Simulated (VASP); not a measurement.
Runs of VASP 6.6.1 on Ge. The structure is that of space group I4_1/amd (No. 141), or close to it. The cells are those of the table. 

```tsv
cell	gap on the mesh (eV)	pressure (GPa)
a = 4.455, b = 4.455, c = 3.495 Å, angles 66.9, 66.9, 46.2°, 2 atoms	none	(a)
a = 3.952, b = 3.952, c = 4.113 Å, angles 58.6, 58.6, 62.7°, 2 atoms	none	3.5
a = 4.251, b = 4.251, c = 3.665 Å, angles 64.5, 64.5, 51.1°, 2 atoms	none	4.0
a = 4.074, b = 4.074, c = 3.875 Å, angles 61.6, 61.6, 56.8°, 2 atoms	none	3.6
a = 3.895, b = 3.895, c = 4.618 Å, angles 53.6, 53.6, 72.7°, 2 atoms	none	(b)
```

Alike in all rows: task single point; level PBE; potentials or basis VASP PAW PBE potentials, release 64 (Ge_d); no spin polarisation; k mesh 16 × 16 × 16; cutoff (eV) 520; smearing gaussian 0.15 eV.

Question: Estimate the missing entries.

Answer: (a) 3.1; (b) -0.1.

Caveats: semilocal functionals underestimate gaps, and a narrow one can read as zero (at least some runs); the stress differs along the axes, from -2 to 6 GPa (at least some runs); the cell stands under pressure (at least some runs); the stress differs along the axes, from -8 to 10 GPa (at least some runs); the stress differs along the axes, from -1 to 6 GPa (at least some runs); the stress differs along the axes, from -2 to 4 GPa (at least some runs).

A k mesh can miss the band edges, and the runs leave out spin-orbit coupling on Ge.

A gap of «none» marks levels without a gap at the run's occupations.
